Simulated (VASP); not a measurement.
Crystal: Sn4Te.

```
CELL_PARAMETERS angstrom
6.09540 0.00000 0.00000
0.00000 6.09540 0.00000
0.00000 0.00000 4.66202
ATOMIC_POSITIONS crystal
Sn 0.70787 0.70787 0.00000
Sn 0.29213 0.29213 0.00000
Sn 0.70787 0.29213 0.00000
Sn 0.29213 0.70787 0.00000
Te 0.50000 0.50000 0.50000
```

The cell was built from a structure type or drawn by symmetry, and may not be a known phase.

- Program: VASP 6.6.1
- Task: relaxation of cell and atoms
- Functional: PBE
- Potentials or basis: VASP PAW PBE potentials, release 64 (Sn_d, Te)
- Cutoff: 600 eV
- k mesh: 4 × 4 × 4
- Occupations: gaussian, width 0.1 eV
- Spin: no spin polarisation

At the start: pressure 18.3 GPa; volume 34.64 Å³/atom.

Problem. Where does the relaxation end?

Solution. Over 25 steps the energy falls by 830.4 meV/atom and the volume is 38.17 Å³/atom (+10.2 %); space group P4/mmm (No. 123, to 0.1 Å) before and after.

Step by step:
```
step  energy change (eV)  largest force (eV/Å)  pressure (GPa)  volume (Å³)
   1              0.0000                6.1235           18.31       173.21
   2             -1.8005                0.7620           -4.86       292.60
   3             -3.5943                0.2157           -1.18       225.64
   4             -3.6026                0.3090           -0.81       223.52
   5             -3.6050                0.3716           -0.63       221.98
   6             -3.6047                0.4205           -0.47       220.92
   7             -3.6659                0.4376           -0.38       217.04
   8             -3.8450                0.7032            0.01       205.44
   9             -4.0120                0.5255            2.60       182.47
  10             -4.0293                0.8178            1.01       192.03
  11             -4.0489                0.7313            1.17       187.95
  12             -4.0404                0.6382            1.87       185.22
  13             -4.0466                0.6805            1.87       186.44
  14             -4.0724                0.4712            1.71       186.26
  15             -4.0841                0.2495            1.59       186.04
  16             -4.1092                0.2048            1.14       188.01
  17             -4.1428                0.0895           -0.01       193.83
  18             -4.1432                0.0774           -0.15       194.54
  19             -4.1443                0.0743           -0.14       194.26
  20             -4.1470                0.0659           -0.07       193.40
  21             -4.1499                0.0649            0.07       191.68
  22             -4.1503                0.0677            0.09       190.95
  23             -4.1497                0.0784            0.23       189.50
  24             -4.1503                0.0728            0.17       190.34
  25             -4.1518                0.0303           -0.01       190.87
```

Final structure:
```yaml
crystal:
  lattice:
    - [6.06148, 0.00000, 0.00000]
    - [0.00000, 6.06148, 0.00000]
    - [0.00000, 0.00000, 5.19490]
  atoms:
    - { symbol: Sn, position: [0.75040, 0.75040, 0.00000] }
    - { symbol: Sn, position: [0.24960, 0.24960, 0.00000] }
    - { symbol: Sn, position: [0.75040, 0.24960, 0.00000] }
    - { symbol: Sn, position: [0.24960, 0.75040, 0.00000] }
    - { symbol: Te, position: [0.50000, 0.50000, 0.50000] }
```
